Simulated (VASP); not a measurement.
Wanted: the native input for a VASP 6.6.1 run.

```
Task                   : relaxation of cell and atoms
Functional             : PBE
Potentials or basis    : VASP PAW PBE potentials, release 64 (Al, H)
Cutoff                 : 600 eV
k mesh                 : 9 × 9 × 6
Occupations            : gaussian, width 0.1 eV
Spin                   : no spin polarisation
Dipole correction      : no
Further INCAR settings : ALGO = Normal; EDIFF = 1e-07; IBRION = 2; EDIFFG = -0.01; NSW = 100; ISIF = 3
```

The structure of AlH8 lies in POSCAR:

```
AlH8
1.0
    6.3669683523      0.0000000000      0.0000000000
   -3.1834841761      5.5139563381      0.0000000000
    0.0000000000      0.0000000000      5.8184711574
Al H
1 8
Direct
    0.0000000000      0.0000000000      0.5000000000
    0.8552255015      0.1447744985      0.5000000000
    0.8552255015      0.7104510029      0.5000000000
    0.2895489971      0.1447744985      0.5000000000
    0.0000000000      0.0000000000      0.9356141250
    0.0000000000      0.0000000000      0.0643858750
    0.6666666667      0.3333333333      0.0000000000
    0.3333333333      0.6666666667      0.4356285675
    0.3333333333      0.6666666667      0.5643714325
```

These files were run (other wordings do the same):

INCAR

```
  ALGO = Normal
  EDIFF = 1E-7
  EDIFFG = -0.01
  ENCUT = 600
  GGA = PE
  IBRION = 2
  ISIF = 3
  ISMEAR = 0
  LASPH = T
  LCHARG = F
  LREAL = F
  LWAVE = F
  NELM = 100
  NSW = 100
  PREC = Accurate
  SIGMA = 0.1
```

KPOINTS

```
k-points
0
Gamma
  9 9 6
```

Potentials or basis: VASP PAW PBE potentials, release 64 (Al, H).

Run with:

```bash
$ cat potpaw_PBE.64/Al/POTCAR potpaw_PBE.64/H/POTCAR > POTCAR
$ mpirun -np 1 vasp_std > vasp.out
```

It gave:

The energy gained by relaxing is 0.0 meV/atom and the ionic steps are 3. The pressure after relaxing is 0.0 GPa and the largest force after relaxing is 0.005 eV/Å.

Run time: 3.9 min on 1 thread of Intel(R) Xeon(R) Platinum 8259CL CPU @ 2.50GHz (Skylake/Cascade Lake), on a shared host, peak memory 0.44 GiB.
